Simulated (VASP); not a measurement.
# Sn in VASP: single point with PBEsol

Aim: the single point of Sn with PBEsol.

All numbers are computed with VASP 6.6.1; they aren't measurements. Logs are shortened: lines on timing, memory, paths and dates and some standing lists are left out, and cuts for length are marked.

### Step 1. The cell of the first run

The cell holds a slab with vacuum, 10 atoms: a = 3.153 Å, b = 5.838 Å, c = 26.676 Å, α = 90.00°, β = 90.00°, γ = 90.00°.

### Step 2. Single point, PBEsol

Input file INCAR:

```
PREC = Accurate ; ENCUT = 520
EDIFF = 1E-6 ; ISMEAR = 0
SIGMA = 0.1 ; LREAL = F
LASPH = T ; NELM = 100
ALGO = Normal ; ISIF = 2
LWAVE = F ; LCHARG = F
LDIPOL = T ; IDIPOL = 3
DIPOL = 0.5 0.5 0.500 ; GGA = PS
NBANDS = 81
```

Input file KPOINTS:

```
regular mesh
0
Gamma
  11 6 1
```

Input file POSCAR:

```
Sn
1.0
    3.1526176509      0.0000000000      0.0000000000
    0.0000000000      5.8377784409      0.0000000000
    0.0000000000      0.0000000000     26.6755568817
Sn
10
Direct
    0.5393147796      0.5000000000      0.2789524388
    0.2106852204      0.0000000000      0.2789524388
    0.0286735830      0.0000000000      0.3894172351
    0.7213264170      0.5000000000      0.3894172351
    0.5286340799      0.5000000000      0.5000000071
    0.2213659201      0.0000000000      0.5000000071
    0.0286736143      0.0000000000      0.6105827561
    0.7213263857      0.5000000000      0.6105827561
    0.5393147397      0.5000000000      0.7210475629
    0.2106852603      0.0000000000      0.7210475629
```

Potentials or basis: VASP PAW PBE potentials, release 64 (Sn_d).

The run is started by

```bash
> cat potpaw_PBE.64/Sn_d/POTCAR > POTCAR
> mpirun -np 1 vasp_std > vasp.out
```

OUTCAR:

```text
PREC = Accurate
   ENCUT = 520
   EDIFF = 1E-6
   ISMEAR = 0
   LREAL = F
   LASPH = T
   NELM = 100
   ISIF = 2
   GGA = PS

 ion  position               nearest neighbor table
   1  0.539  0.500  0.279-   4 3.00   2 3.10   2 3.10   2 3.61   2 3.61
   2  0.211  0.000  0.279-   3 3.00   1 3.10   1 3.10   1 3.61   1 3.61
   3  0.029  0.000  0.389-   2 3.00   6 3.01   4 3.08   4 3.08   4 3.65   4 3.65
   4  0.721  0.500  0.389-   1 3.00   5 3.01   3 3.08   3 3.08   3 3.65   3 3.65
   5  0.529  0.500  0.500-   8 3.01   4 3.01   6 3.08   6 3.08   6 3.65   6 3.65
   6  0.221  0.000  0.500-   7 3.01   3 3.01   5 3.08   5 3.08   5 3.65   5 3.65
   7  0.029  0.000  0.611-  10 3.00   6 3.01   8 3.08   8 3.08   8 3.65   8 3.65
   8  0.721  0.500  0.611-   9 3.00   5 3.01   7 3.08   7 3.08   7 3.65   7 3.65
   9  0.539  0.500  0.721-   8 3.00  10 3.10  10 3.10  10 3.61  10 3.61
  10  0.211  0.000  0.721-   7 3.00   9 3.10   9 3.10   9 3.61   9 3.61

  LATTYP: Found a simple orthorhombic cell.
 ALAT       =     3.1526176509
 B/A-ratio  =     1.8517242138
 C/A-ratio  =     8.4613993308

  Lattice vectors:

 A1 = (   3.1526176509,   0.0000000000,   0.0000000000)
 A2 = (   0.0000000000,   5.8377784409,   0.0000000000)
 A3 = (   0.0000000000,   0.0000000000,  26.6755568817)

Analysis of symmetry for initial positions (statically):
=====================================================================
 Subroutine PRICEL returns:
 Original cell was already a primitive cell.

 Routine SETGRP: Setting up the symmetry group for a
 simple orthorhombic supercell.

 Subroutine GETGRP returns: Found  8 space group operations
 (whereof  4 operations were pure point group operations)
 out of a pool of  8 trial point group operations.

The static configuration has the point symmetry C_2v.
 The point group associated with its full space group is D_2h.

Analysis of symmetry for dynamics (positions and initial velocities):
=====================================================================
 Subroutine PRICEL returns:
 Original cell was already a primitive cell.

 Routine SETGRP: Setting up the symmetry group for a
 simple orthorhombic supercell.

 Subroutine GETGRP returns: Found  8 space group operations
 (whereof  4 operations were pure point group operations)
 out of a pool of  8 trial point group operations.

The dynamic configuration has the point symmetry C_2v.
 The point group associated with its full space group is D_2h.

 Subroutine INISYM returns: Found  8 space group operations
 (whereof  4 operations are pure point group operations),
 and found     1 'primitive' translations

----------------------------------------------------------------------------------------

                                     Primitive cell

  volume of cell :     490.9445

  direct lattice vectors                    reciprocal lattice vectors
     3.152617651  0.000000000  0.000000000     0.317196727  0.000000000  0.000000000
     0.000000000  5.837778441  0.000000000     0.000000000  0.171298039  0.000000000
     0.000000000  0.000000000 26.675556882     0.000000000  0.000000000  0.037487502

  length of vectors
     3.152617651  5.837778441 26.675556882     0.317196727  0.171298039  0.037487502

  position of ions in fractional coordinates (direct lattice)
     0.539314780  0.500000000  0.278952439
     0.210685220  0.000000000  0.278952439
     0.028673583  0.000000000  0.389417235
     0.721326417  0.500000000  0.389417235
     0.528634080  0.500000000  0.500000007
     0.221365920  0.000000000  0.500000007
     0.028673614  0.000000000  0.610582756
     0.721326386  0.500000000  0.610582756
     0.539314740  0.500000000  0.721047563
     0.210685260  0.000000000  0.721047563

  ion indices of the primitive-cell ions
   primitive index   ion index
                 1           1
                 2           2
                 3           3
                 4           4
                 5           5
                 6           6
                 7           7
                 8           8
                 9           9
                10          10

----------------------------------------------------------------------------------------

 KPOINTS: regular mesh

Automatic generation of k-mesh.
 Grid dimensions read from file:
 generate k-points for:   11    6    1

 Generating k-lattice:

  Cartesian coordinates                     Fractional coordinates (reciprocal lattice)
     0.028836066  0.000000000  0.000000000     0.090909091  0.000000000  0.000000000
     0.000000000  0.028549673  0.000000000     0.000000000  0.166666667  0.000000000
     0.000000000  0.000000000  0.037487502     0.000000000  0.000000000  1.000000000

  Length of vectors
     0.028836066  0.028549673  0.037487502

  Shift w.r.t. Gamma in fractional coordinates (k-lattice)
     0.000000000  0.000000000  0.000000000

 Subroutine IBZKPT returns following result:
 ===========================================

 Found     24 irreducible k-points:

 Following reciprocal coordinates:
            Coordinates               Weight
  0.000000  0.000000  0.000000      1.000000
  0.090909  0.000000  0.000000      2.000000
  0.181818  0.000000  0.000000      2.000000
  0.272727  0.000000  0.000000      2.000000
  0.363636  0.000000  0.000000      2.000000
  0.454545  0.000000  0.000000      2.000000
[... 16 lines left out ...]
  0.363636  0.500000  0.000000      2.000000
  0.454545  0.500000  0.000000      2.000000
   k-points           NKPTS =     24   k-points in BZ     NKDIM =     24   number of bands    NBANDS=     81
   number of dos      NEDOS =    301   number of ions     NIONS =     10
   total plane-waves  NPLWV = 230400
   dimension x,y,z NGX =    24 NGY =   48 NGZ =  200
   dimension x,y,z NGXF=    48 NGYF=   96 NGZF=  400
   ions per type =              10
   NGX,Y,Z   is equivalent  to a cutoff of  12.66, 13.67, 12.46 a.u.
   NGXF,Y,Z  is equivalent  to a cutoff of  25.31, 27.34, 24.93 a.u.
 SYSTEM =  unknown system
   PREC   = accura    normal or accurate (medium, high low for compatibility)
   ISTART =      0    job   : 0-new  1-cont  2-samecut
   ICHARG =      2    charge: 1-file 2-atom 10-const
   ISPIN  =      1    spin polarized calculation?
   LNONCOLLINEAR =      F non collinear calculations
   LSORBIT =      F    spin-orbit coupling
   LASPH  =      T    aspherical Exc in radial PAW
   ENCUT  =  520.0 eV  38.22 Ry    6.18 a.u.   5.86 10.85 49.60*2*pi/ulx,y,z
   NELM   =    100;   NELMIN=  2; NELMDL= -5     # of ELM steps
   EDIFF  = 0.1E-05   stopping-criterion for ELM
   LREAL  =      F    real-space projection
   EDIFFG = 0.1E-04   stopping-criterion for IOM
   NSW    =      0    number of steps for IOM
   IBRION =     -1    ionic relax: 0-MD 1-quasi-New 2-CG
   NFREE  =      0    steps in history (QN), initial steepest desc. (CG)
   ISIF   =      2    stress and relaxation
   ISYM   =      2    0-nonsym 1-usesym 2-fastsym
   POTIM  = 0.5000    time-step for ionic-motion
   TEBEG  =    0.0;   TEEND  =   0.0 temperature during run
   PSTRESS=    0.0 pullay stress
   NELECT =     140.0000    total number of electrons
   NUPDOWN=      -1.0000    fix difference up-down
   EMIN   =  10.00;   EMAX   =-10.00  energy-range for DOS
   EFERMI =   0.00;   METHOD = LEGACY
   ISMEAR =     0;   SIGMA  =   0.10  broadening in eV -4-tet -1-fermi 0-gaus
   EFERMI_NEDOS =   21; number of points for ismear=-14 and -15
   IALGO  =     38    algorithm
   IMIX   =      4    mixing-type and parameters
     AMIX     =   0.40;   BMIX     =  1.00
     AMIX_MAG =   1.60;   BMIX_MAG =  1.00
  volume/ion in A,a.u.               =      49.09       331.31
  Fermi-wavevector in a.u.,A,eV,Ry     =   1.077556  2.036286 15.798105  1.161128
  Thomas-Fermi vector in A             =   2.213471
   LORBIT       =      0    0 simple, 1 ext, 2 COOP (PROOUT), +10 PAW based schemes
   GGA     = PS    functional components
   LHFCALC =     F    Hartree Fock is set to
   AEXX    =    0.0000 exact exchange contribution
   IVDW    =     0    specifies the selected vdW correction
   LEPSILON=     F    determine dielectric tensor
   LRPA    =     F    only Hartree local field effects (RPA)
 non-spin polarized calculation
 Gauss-broadening in eV      SIGMA  =   0.10
  energy-cutoff  :      520.00
  volume of cell :      490.94
 maximum number of plane-waves:     13296
 NGX is ok and might be reduce to    24
   NGX = 11   NGY = 21   NGZ = 99

 dipolmoment           0.000000      0.000000     -0.000000 electrons x Angstroem

 number of electron     139.9999972 magnetization

 dipolmoment           0.000000      0.000000      0.000001 electrons x Angstroem

 Free energy of the ion-electron system (eV)
  ---------------------------------------------------
  ext. energy  EPLUGINS =         0.00000000
  ---------------------------------------------------
  free energy    TOTEN  =       -41.38704356 eV

  energy without entropy =      -41.36517582  energy(sigma->0) =      -41.37610969

 E-fermi :   2.4502     XC(G=0):  -6.3234

 val. band max:        2.4437154587   @ k =   0.4545   0.1667   0.0000
 cond. band min:       2.4858752825   @ k =   0.0000   0.1667   0.0000
 fundamental gap:      0.0421598238
 Fermi energy:         2.4502138225

 k-point     1 :       0.0000    0.0000    0.0000
  band No.  band energies     occupation
      1     -19.0607      2.00000
      2     -19.0272      2.00000
      3     -19.0159      2.00000
      4     -19.0081      2.00000
      5     -18.9986      2.00000
      6     -18.9896      2.00000
[... 73 lines left out ...]
     80       7.6831      0.00000
     81       7.7007      0.00000

 k-point     2 :       0.0909    0.0000    0.0000
  band No.  band energies     occupation
      1     -19.0576      2.00000
      2     -19.0131      2.00000
      3     -19.0116      2.00000
      4     -18.9912      2.00000
      5     -18.9840      2.00000
      6     -18.9734      2.00000
[... 73 lines left out ...]
     80       7.1369      0.00000
     81       7.3902      0.00000
[... 1762 lines left out ...]
     80       5.0736      0.00000
     81       5.6641      0.00000

 k-point    24 :       0.4545    0.5000    0.0000
  band No.  band energies     occupation
      1     -19.0134      2.00000
      2     -19.0134      2.00000
      3     -18.9909      2.00000
      4     -18.9909      2.00000
      5     -18.9667      2.00000
      6     -18.9667      2.00000
[... 73 lines left out ...]
     80       5.6580      0.00000
     81       5.7427      0.00000

------------------------ aborting loop because EDIFF is reached ----------------------------------------

 vacuum level on the upper side and lower side of the slab       (xc-potential included)        -0.165        -0.165

  FORCE on cell =-STRESS in cart. coord.  units (eV):
  Direction    XX          YY          ZZ          XY          YZ          ZX
  --------------------------------------------------------------------------------------
  -------------------------------------------------------------------------------------
  Total       -1.3690985     -5.0095210     -0.1787316      0.0000000      0.0000000      0.0000000
  in kB       -4.4679969    -16.3483671     -0.5832834      0.0000000      0.0000000      0.0000000
  external PRESSURE =      -7.1332158 kB  Pullay stress =       0.0000000 kB

 VOLUME and BASIS-vectors are now :
 -----------------------------------------------------------------------------
  energy-cutoff  :      520.00
  volume of cell :      490.94
      direct lattice vectors                 reciprocal lattice vectors
     3.152617651  0.000000000  0.000000000     0.317196727  0.000000000  0.000000000
     0.000000000  5.837778441  0.000000000     0.000000000  0.171298039  0.000000000
     0.000000000  0.000000000 26.675556882     0.000000000  0.000000000  0.037487502

 POSITION                                       TOTAL-FORCE (eV/Angst)
 -----------------------------------------------------------------------------------
      1.70025      2.91889      7.44121        -0.004794      0.000000      0.003917
      0.66421      0.00000      7.44121         0.004794      0.000000      0.003917
      0.09040      0.00000     10.38792         0.001137      0.000000     -0.003012
      2.27407      2.91889     10.38792        -0.001137     -0.000000     -0.003012
      1.66658      2.91889     13.33778        -0.003644      0.000000      0.000000
      0.69788      0.00000     13.33778         0.003644      0.000000      0.000000
      0.09040      0.00000     16.28764         0.001137      0.000000      0.003012
      2.27407      2.91889     16.28764        -0.001137     -0.000000      0.003012
      1.70025      2.91889     19.23435        -0.004794      0.000000     -0.003917
      0.66421      0.00000     19.23435         0.004794      0.000000     -0.003917
 -----------------------------------------------------------------------------------
    total drift:                               -0.000053      0.000000      0.000076

  FREE ENERGIE OF THE ION-ELECTRON SYSTEM (eV)
  ---------------------------------------------------
  free  energy   TOTEN  =       -41.3870435625 eV

  energy  without entropy=      -41.3651758159  energy(sigma->0) =      -41.37610969

 vacuum level on the upper side and lower side of the slab         6.532         6.532
```

It took 19 min on 1 thread of Intel Xeon 6975P-C (Granite Rapids), shared host; peak memory 0.89 GiB.

Results:

```yaml
Free_energy: -41.3870 eV
Largest_force: 0.006 eV/Å
Band_gap_on_the_k_mesh: zero (bands 70 and 71 overlap by 1.90 eV)
```

Forces in eV/Å, atoms in the order of the input:
```
Sn  -0.005  0.000  0.004
Sn   0.005  0.000  0.004
Sn   0.001  0.000 -0.003
Sn  -0.001  0.000 -0.003
Sn  -0.004  0.000  0.000
Sn   0.004  0.000  0.000
Sn   0.001  0.000  0.003
Sn  -0.001  0.000  0.003
Sn  -0.005  0.000 -0.004
Sn   0.005  0.000 -0.004
```

Caveat: the PAW data sets were made with another functional, which shifts forces and pressure a little; spin-orbit coupling is left out, which moves the levels of the heavy elements.
